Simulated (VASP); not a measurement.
Input of a VASP 6.6.1 run:

File INCAR:

```
SYSTEM = CdS
ALGO = Normal
EDIFF = 1E-7
ENCUT = 520
GGA = PS
ISIF = 2
ISMEAR = -1
LASPH = .TRUE.
LCHARG = .FALSE.
LREAL = .FALSE.
LWAVE = .FALSE.
NBANDS = 16
NELM = 60
PREC = Accurate
SIGMA = 0.05
```

KPOINTS

```
k-points
0
G
  8 8 8
  0 0 0
```

The input POSCAR:

```
CdS
1.0
    0.0000000000      2.7894750496      2.7894750496
    2.7894750496      0.0000000000      2.7894750496
    2.7894750496      2.7894750496      0.0000000000
Cd S
1 1
Direct
    0.0000000000      0.0000000000      0.0000000000
    0.5000000000      0.5000000000      0.5000000000
```

Potentials or basis: VASP PAW PBE potentials, release 64 (Cd, S).

Launch:

```bash
$ cat potpaw_PBE.64/Cd/POTCAR potpaw_PBE.64/S/POTCAR > POTCAR
$ mpirun -np 1 vasp_std > vasp.out
```

**Question.** Estimate the pressure.

**Answer.** -6.2 GPa.

Caveat: the PAW data sets were made with another functional, which shifts forces and pressure a little.
